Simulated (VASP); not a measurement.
Crystal: Tl.

```xyz
1
Lattice="0.0000 2.2620 2.2620 2.2620 0.0000 2.2620 2.2620 2.2620 0.0000" Properties=species:S:1:pos:R:3 pbc="T T T"
Tl    0.0000    0.0000    0.0000
```

This cell differs from its parent crystal: Al replaced by Tl, lengths x 1.119, strained.

Base run:

```yaml
Program: VASP 6.6.1
Functional: PBEsol
Potentials_or_basis: VASP PAW PBE potentials, release 64 (Tl_d)
Cutoff: 520 eV
k_mesh: 8 × 8 × 8
Occupations: gaussian, width 0.1 eV
Spin: no spin polarisation
```

Its results: pressure 13.5 GPa.

The run is repeated on the same cell with these changes: k mesh from 8 × 8 × 8 to 16 × 16 × 16; further incar settings from ALGO = Normal; EDIFF = 1e-07; NBANDS = 12 to ALGO = Fast; EDIFF = 1e-06; NBANDS = 12. What comes out?

Pressure 13.1 GPa.

Caveats: the PAW data sets were made with another functional, which shifts forces and pressure a little.
